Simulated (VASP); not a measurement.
# BiTe (R-3m) in VASP: a series of runs

BiTe is run at these levels: PBE0; tasks: single point.

Program: VASP 6.6.1. These are calculated values, not measurements. Logs are shortened: lines on timing, memory, paths and dates and some standing lists are left out, and cuts for length are marked.

**1. The cell of the first run**

Symmetry: R-3m, No. 166, trigonal system. Conventional cell: a = 4.878 Å, b = 4.878 Å, c = 10.018 Å, α = 90.00°, β = 90.00°, γ = 120.00°. Within 4.4 Å of Bi (site symmetry -3m) lie 6 Te at 3.27 Å and 6 Bi at 4.37 Å. Within 4.4 Å of Te (site symmetry -3m) lie 6 Bi at 3.27 Å and 6 Te at 4.37 Å.

**2. Single point, PBE0**

File POSCAR:

```
BiTe
1.0
    2.4387526627      1.4080145063      3.3392614156
   -2.4387526627      1.4080145063      3.3392614156
    0.0000000000     -2.8160290126      3.3392614156
Bi Te
1 1
Direct
    0.5000000000      0.5000000000      0.5000000000
    0.0000000000      0.0000000000      0.0000000000
```

File INCAR.step1:

```
PREC = Accurate
ENCUT = 520
EDIFF = 1E-5
ISMEAR = -1
SIGMA = 0.05
LREAL = False
LASPH = True
NELM = 100
ALGO = Normal
ISIF = 2
LWAVE = True
LCHARG = False
GGA = PE
NBANDS = 18
```

File INCAR.step2:

```
PREC = Accurate
ENCUT = 520
EDIFF = 1E-7
ISMEAR = -1
SIGMA = 0.05
LREAL = False
LASPH = True
NELM = 100
ALGO = Normal
ISIF = 2
LWAVE = False
LCHARG = False
GGA = PE
LHFCALC = True
AEXX = 0.25
PRECFOCK = Normal
ISTART = 1
NBANDS = 18
```

File KPOINTS:

```
Automatic mesh
0
Gamma
  4 4 4
```

Potentials or basis: VASP PAW PBE potentials, release 64 (Bi_d, Te).

The run is started by

```console
$ cat potpaw_PBE.64/Bi_d/POTCAR potpaw_PBE.64/Te/POTCAR > POTCAR
$ cp INCAR.step1 INCAR
$ mpirun -np 1 vasp_std > vasp.out
$ cp INCAR.step2 INCAR
$ mpirun -np 1 vasp_std > vasp.out
```

OUTCAR:

```text
PREC = Accurate
   ENCUT = 520
   EDIFF = 1E-7
   ISMEAR = -1
   LREAL = False
   LASPH = True
   NELM = 100
   ISIF = 2
   GGA = PE
   LHFCALC = True
   AEXX = 0.25
   PRECFOCK = Normal
   ISTART = 1

 ion  position               nearest neighbor table
   1  0.500  0.500  0.500-   2 3.27   2 3.27   2 3.27   2 3.27   2 3.27   2 3.27
   2  0.000  0.000  0.000-   1 3.27   1 3.27   1 3.27   1 3.27   1 3.27   1 3.27

  LATTYP: Found a trigonal (rhomboedric) cell.
 ALAT       =     4.3681444804
 COS(alpha) =     0.3765932224

  Lattice vectors:

 A1 = (   2.4387526627,   1.4080145063,   3.3392614156)
 A2 = (  -2.4387526627,   1.4080145063,   3.3392614156)
 A3 = (   0.0000000000,  -2.8160290126,   3.3392614156)

Analysis of symmetry for initial positions (statically):
=====================================================================
 Subroutine PRICEL returns:
 Original cell was already a primitive cell.

 Routine SETGRP: Setting up the symmetry group for a
 trigonal (rhombohedral) supercell.

 Subroutine GETGRP returns: Found 12 space group operations
 (whereof 12 operations were pure point group operations)
 out of a pool of 12 trial point group operations.

The static configuration has the point symmetry D_3d.

Analysis of symmetry for dynamics (positions and initial velocities):
=====================================================================
 Subroutine PRICEL returns:
 Original cell was already a primitive cell.

 Routine SETGRP: Setting up the symmetry group for a
 trigonal (rhombohedral) supercell.

 Subroutine GETGRP returns: Found 12 space group operations
 (whereof 12 operations were pure point group operations)
 out of a pool of 12 trial point group operations.

The dynamic configuration has the point symmetry D_3d.

 Subroutine INISYM returns: Found 12 space group operations
 (whereof 12 operations are pure point group operations),
 and found     1 'primitive' translations

----------------------------------------------------------------------------------------

                                     Primitive cell

  volume of cell :      68.7981

  direct lattice vectors                    reciprocal lattice vectors
     2.438752663  1.408014506  3.339261416     0.205022841  0.118369993  0.099822473
    -2.438752663  1.408014506  3.339261416    -0.205022841  0.118369993  0.099822473
     0.000000000 -2.816029013  3.339261416     0.000000000 -0.236739985  0.099822473

  length of vectors
     4.368144480  4.368144480  4.368144480     0.256924788  0.256924788  0.256924788

  position of ions in fractional coordinates (direct lattice)
     0.500000000  0.500000000  0.500000000
     0.000000000  0.000000000  0.000000000

  ion indices of the primitive-cell ions
   primitive index   ion index
                 1           1
                 2           2

----------------------------------------------------------------------------------------

 KPOINTS: Automatic mesh

Automatic generation of k-mesh.
 Grid dimensions read from file:
 generate k-points for:    4    4    4

 Generating k-lattice:

  Cartesian coordinates                     Fractional coordinates (reciprocal lattice)
     0.051255710  0.029592498  0.024955618     0.250000000 -0.000000000  0.000000000
    -0.051255710  0.029592498  0.024955618    -0.000000000  0.250000000  0.000000000
     0.000000000 -0.059184996  0.024955618     0.000000000  0.000000000  0.250000000

  Length of vectors
     0.064231197  0.064231197  0.064231197

  Shift w.r.t. Gamma in fractional coordinates (k-lattice)
     0.000000000  0.000000000  0.000000000

 Subroutine IBZKPT returns following result:
 ===========================================

 Found     13 irreducible k-points:

 Following reciprocal coordinates:
            Coordinates               Weight
  0.000000  0.000000  0.000000      1.000000
  0.250000 -0.000000  0.000000      6.000000
  0.500000 -0.000000  0.000000      3.000000
  0.250000  0.250000  0.000000      6.000000
  0.500000  0.250000 -0.000000     12.000000
 -0.250000  0.250000  0.000000      6.000000
  0.500000  0.500000  0.000000      3.000000
  0.250000  0.250000  0.250000      2.000000
  0.500000  0.250000  0.250000      6.000000
 -0.250000  0.250000  0.250000      6.000000
  0.500000  0.500000  0.250000      6.000000
 -0.250000  0.500000  0.250000      6.000000
  0.500000  0.500000  0.500000      1.000000
   k-points           NKPTS =     13   k-points in BZ     NKDIM =     64   number of bands    NBANDS=     18
   number of dos      NEDOS =    301   number of ions     NIONS =      2
   total plane-waves  NPLWV =  32768
   dimension x,y,z NGX =    32 NGY =   32 NGZ =   32
   dimension x,y,z NGXF=    64 NGYF=   64 NGZF=   64
   ions per type =               1   1
   NGX,Y,Z   is equivalent  to a cutoff of  12.18, 12.18, 12.18 a.u.
   NGXF,Y,Z  is equivalent  to a cutoff of  24.36, 24.36, 24.36 a.u.
 SYSTEM =  unknown system
   PREC   = accura    normal or accurate (medium, high low for compatibility)
   ISTART =      1    job   : 0-new  1-cont  2-samecut
   ICHARG =      0    charge: 1-file 2-atom 10-const
   ISPIN  =      1    spin polarized calculation?
   LNONCOLLINEAR =      F non collinear calculations
   LSORBIT =      F    spin-orbit coupling
   LASPH  =      T    aspherical Exc in radial PAW
   ENCUT  =  520.0 eV  38.22 Ry    6.18 a.u.   8.12  8.12  8.12*2*pi/ulx,y,z
   NELM   =    100;   NELMIN=  2; NELMDL=  0     # of ELM steps
   EDIFF  = 0.1E-06   stopping-criterion for ELM
   LREAL  =      F    real-space projection
   EDIFFG = 0.1E-05   stopping-criterion for IOM
   NSW    =      0    number of steps for IOM
   IBRION =     -1    ionic relax: 0-MD 1-quasi-New 2-CG
   NFREE  =      0    steps in history (QN), initial steepest desc. (CG)
   ISIF   =      2    stress and relaxation
   ISYM   =      3    0-nonsym 1-usesym 2-fastsym
   POTIM  = 0.5000    time-step for ionic-motion
   TEBEG  =    0.0;   TEEND  =   0.0 temperature during run
   PSTRESS=    0.0 pullay stress
   NELECT =      21.0000    total number of electrons
   NUPDOWN=      -1.0000    fix difference up-down
   EMIN   =  10.00;   EMAX   =-10.00  energy-range for DOS
   EFERMI =   0.00;   METHOD = LEGACY
   ISMEAR =    -1;   SIGMA  =   0.05  broadening in eV -4-tet -1-fermi 0-gaus
   EFERMI_NEDOS =   21; number of points for ismear=-14 and -15
   IALGO  =     38    algorithm
   IMIX   =      1    mixing-type and parameters
     AMIX     =   0.40;   BMIX     =  1.00
     AMIX_MAG =   1.60;   BMIX_MAG =  1.00
  volume/ion in A,a.u.               =      34.40       232.14
  Fermi-wavevector in a.u.,A,eV,Ry     =   1.102273  2.082993 16.531150  1.215005
  Thomas-Fermi vector in A             =   2.238713
   LORBIT       =      0    0 simple, 1 ext, 2 COOP (PROOUT), +10 PAW based schemes
   GGA     = PE    functional components
   LHFCALC =     T    Hartree Fock is set to
   PRECFOCK=normal    Normal, Fast or Accurate (Low or Medium for compatibility)
   ENCUT4O =  -1.0   cutoff for four orbital integrals eV
   NKREDX  =     1    reduce k-point grid by
   NKREDY  =     1    reduce k-point grid by
   NKREDZ  =     1    reduce k-point grid by
   AEXX    =    0.2500 exact exchange contribution
   HFSCREEN=    0.0000 screening length (either q_TF or 0.3 A-1)
   HFSCREENC=   0.0000 screening length for correlation (either q_TF or 0.3 A-1)
   ENCUTFOCK=  -1.0 apply spherical cutoff to Coloumb kernel
   IVDW    =     0    specifies the selected vdW correction
   LEPSILON=     F    determine dielectric tensor
   LRPA    =     F    only Hartree local field effects (RPA)
 non-spin polarized calculation
  energy-cutoff  :      520.00
  volume of cell :       68.80
 maximum number of plane-waves:      1857
  NGX = 28; NGY = 28; NGZ = 28

 number of electron      20.9999993 magnetization

 Free energy of the ion-electron system (eV)
  ---------------------------------------------------
  ext. energy  EPLUGINS =         0.00000000
  ---------------------------------------------------
  free energy    TOTEN  =        -9.70372932 eV

  energy without entropy =       -9.69719267  energy(sigma->0) =       -9.70046100

 E-fermi :   6.4741     XC(G=0):  -7.4484

 val. band max:        5.8504199119   @ k =   0.2500   0.2500   0.2500
 cond. band min:       6.4742372814   @ k =  -0.2500   0.2500   0.0000
 fundamental gap:      0.6238173695
 Fermi energy:         6.4741444834

 k-point     1 :       0.0000    0.0000    0.0000
  band No.  band energies     occupation
      1     -19.5277      2.00000
      2     -19.5277      2.00000
      3     -19.5151      2.00000
      4     -19.5151      2.00000
      5     -19.4972      2.00000
      6      -8.9165      2.00000
[... 10 lines left out ...]
     17      13.8140      0.00000
     18      14.0470      0.00000

 k-point     2 :       0.2500   -0.0000    0.0000
  band No.  band energies     occupation
      1     -19.5284      2.00000
      2     -19.5278      2.00000
      3     -19.5174      2.00000
      4     -19.5112      2.00000
      5     -19.4959      2.00000
      6      -8.3429      2.00000
[... 10 lines left out ...]
     17      15.6517      0.00000
     18      16.3624      0.00000

 k-point     3 :       0.5000   -0.0000    0.0000
  band No.  band energies     occupation
      1     -19.5295      2.00000
      2     -19.5288      2.00000
      3     -19.5186      2.00000
      4     -19.5081      2.00000
      5     -19.4931      2.00000
      6      -6.8886      2.00000
[... 10 lines left out ...]
     17      15.1007      0.00000
     18      18.0593      0.00000

 k-point     4 :       0.2500    0.2500    0.0000
  band No.  band energies     occupation
      1     -19.5324      2.00000
      2     -19.5267      2.00000
      3     -19.5162      2.00000
      4     -19.5071      2.00000
      5     -19.4961      2.00000
      6      -8.1368      2.00000
[... 10 lines left out ...]
     17      14.6438      0.00000
     18      14.8006      0.00000

 k-point     5 :       0.5000    0.2500   -0.0000
  band No.  band energies     occupation
      1     -19.5339      2.00000
      2     -19.5277      2.00000
      3     -19.5164      2.00000
      4     -19.5041      2.00000
      5     -19.4939      2.00000
      6      -7.0224      2.00000
[... 10 lines left out ...]
     17      17.0007      0.00000
     18      17.2050      0.00000

 k-point     6 :      -0.2500    0.2500    0.0000
  band No.  band energies     occupation
      1     -19.5291      2.00000
      2     -19.5290      2.00000
      3     -19.5159      2.00000
      4     -19.5088      2.00000
      5     -19.4952      2.00000
      6      -7.4889      2.00000
[... 10 lines left out ...]
     17      15.1663      0.00000
     18      16.2443      0.00000

 k-point     7 :       0.5000    0.5000    0.0000
  band No.  band energies     occupation
      1     -19.5390      2.00000
      2     -19.5260      2.00000
      3     -19.5165      2.00000
      4     -19.4983      2.00000
      5     -19.4938      2.00000
      6      -6.9541      2.00000
[... 10 lines left out ...]
     17      17.5014      0.00000
     18      17.5542      0.00000

 k-point     8 :       0.2500    0.2500    0.2500
  band No.  band energies     occupation
      1     -19.5313      2.00000
      2     -19.5313      2.00000
      3     -19.5081      2.00000
      4     -19.5081      2.00000
      5     -19.4982      2.00000
      6      -8.2010      2.00000
[... 10 lines left out ...]
     17      17.0581      0.00000
     18      17.5569      0.00000

 k-point     9 :       0.5000    0.2500    0.2500
  band No.  band energies     occupation
      1     -19.5325      2.00000
      2     -19.5320      2.00000
      3     -19.5092      2.00000
      4     -19.5040      2.00000
      5     -19.4965      2.00000
      6      -7.2665      2.00000
[... 10 lines left out ...]
     17      16.7573      0.00000
     18      17.6126      0.00000

 k-point    10 :      -0.2500    0.2500    0.2500
  band No.  band energies     occupation
      1     -19.5339      2.00000
      2     -19.5273      2.00000
      3     -19.5104      2.00000
      4     -19.5085      2.00000
      5     -19.4959      2.00000
      6      -7.0865      2.00000
[... 10 lines left out ...]
     17      16.3632      0.00000
     18      17.0337      0.00000

 k-point    11 :       0.5000    0.5000    0.2500
  band No.  band energies     occupation
      1     -19.5372      2.00000
      2     -19.5308      2.00000
      3     -19.5084      2.00000
      4     -19.4993      2.00000
      5     -19.4969      2.00000
      6      -6.8460      2.00000
[... 10 lines left out ...]
     17      16.9525      0.00000
     18      17.6995      0.00000

 k-point    12 :      -0.2500    0.5000    0.2500
  band No.  band energies     occupation
      1     -19.5355      2.00000
      2     -19.5289      2.00000
      3     -19.5106      2.00000
      4     -19.5038      2.00000
      5     -19.4948      2.00000
      6      -6.4095      2.00000
[... 10 lines left out ...]
     17      16.2765      0.00000
     18      18.3359      0.00000

 k-point    13 :       0.5000    0.5000    0.5000
  band No.  band energies     occupation
      1     -19.5355      2.00000
      2     -19.5355      2.00000
      3     -19.5000      2.00000
      4     -19.5000      2.00000
      5     -19.4999      2.00000
      6      -6.5173      2.00000
[... 10 lines left out ...]
     17      16.4279      0.00000
     18      17.3791      0.00000

------------------------ aborting loop because EDIFF is reached ----------------------------------------

  FORCE on cell =-STRESS in cart. coord.  units (eV):
  Direction    XX          YY          ZZ          XY          YZ          ZX
  --------------------------------------------------------------------------------------
  -------------------------------------------------------------------------------------
  Total       -1.4509446     -1.4509446     -1.0763467      0.0000000     -0.0000000      0.0000000
  in kB      -33.7897413    -33.7897413    -25.0660686      0.0000000     -0.0000000      0.0000000
  external PRESSURE =     -30.8818504 kB  Pullay stress =       0.0000000 kB

 VOLUME and BASIS-vectors are now :
 -----------------------------------------------------------------------------
  energy-cutoff  :      520.00
  volume of cell :       68.80
      direct lattice vectors                 reciprocal lattice vectors
     2.438752663  1.408014506  3.339261416     0.205022841  0.118369993  0.099822473
    -2.438752663  1.408014506  3.339261416    -0.205022841  0.118369993  0.099822473
     0.000000000 -2.816029013  3.339261416     0.000000000 -0.236739985  0.099822473

 POSITION                                       TOTAL-FORCE (eV/Angst)
 -----------------------------------------------------------------------------------
      0.00000      0.00000      5.00889         0.000000      0.000000      0.000000
      0.00000      0.00000      0.00000        -0.000000     -0.000000      0.000000
 -----------------------------------------------------------------------------------
    total drift:                               -0.000000      0.000000      0.000000

  FREE ENERGIE OF THE ION-ELECTRON SYSTEM (eV)
  ---------------------------------------------------
  free  energy   TOTEN  =        -9.7037293228 eV

  energy  without entropy=       -9.6971926739  energy(sigma->0) =       -9.70046100
```

It took 24 min on 1 thread of Intel Xeon 6975P-C (Granite Rapids), shared host; peak memory 0.21 GiB.

Results:

```
Free energy            : -9.7037 eV
Pressure               : -3.1 GPa
Band gap on the k mesh : zero (an odd number of electrons rules out a gap without spin polarisation)
```

Caveat: the k points lie up to 0.40 Å⁻¹ apart, too coarse for converged energies and pressures of a metal; the PAW data sets were made with another functional, which shifts forces and pressure a little; spin-orbit coupling is left out, which moves the levels of the heavy elements.

(Continued in part 2 of 2.)
